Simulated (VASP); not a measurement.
## Pt: single point with PBEsol

Crystal: Pt.

```
Pt
1.0
    -1.55983    1.55983    1.55983
     1.55983   -1.55983    1.55983
     1.55983    1.55983   -1.55983
Pt
1
Direct
  0.00000 0.00000 0.00000
```

```json
{"Program": "VASP 6.6.1", "Task": "single point", "Functional": "PBEsol", "Potentials or basis": "VASP PAW PBE potentials, release 64 (Pt)", "Cutoff": "500 eV", "k mesh": "7 × 7 × 7", "Occupations": "fermi-dirac, width 0.1 eV", "Spin": "no spin polarisation", "Dipole correction": "no", "Further INCAR settings": "ALGO = Normal; EDIFF = 1e-06; NBANDS = 11"}
```

```yaml
Pressure: -0.6 GPa
Band_gap_on_the_k_mesh: zero (band 5 reaches 11.38 eV, above the bottom of band 6 at 9.69 eV)
```

Levels at points of the mesh, in eV from the Fermi level:
```csv
k point,band 2,band 3,band 4,band 5,band 6,band 7,band 8,band 9
"(0.00, 0.00, 0.00)",-3.78,-3.78,-3.78,-1.11,-1.11,17.02,17.02,17.02
```

Run time: 1.8 s on 1 thread of Intel(R) Xeon(R) 6975P-C (Granite Rapids) (shared host), peak memory 0.12 GiB.

Caveat: the k points lie up to 0.41 Å⁻¹ apart; the PAW data sets were made with another functional, which shifts forces and pressure a little; spin-orbit coupling is left out, which moves the levels of the heavy elements.
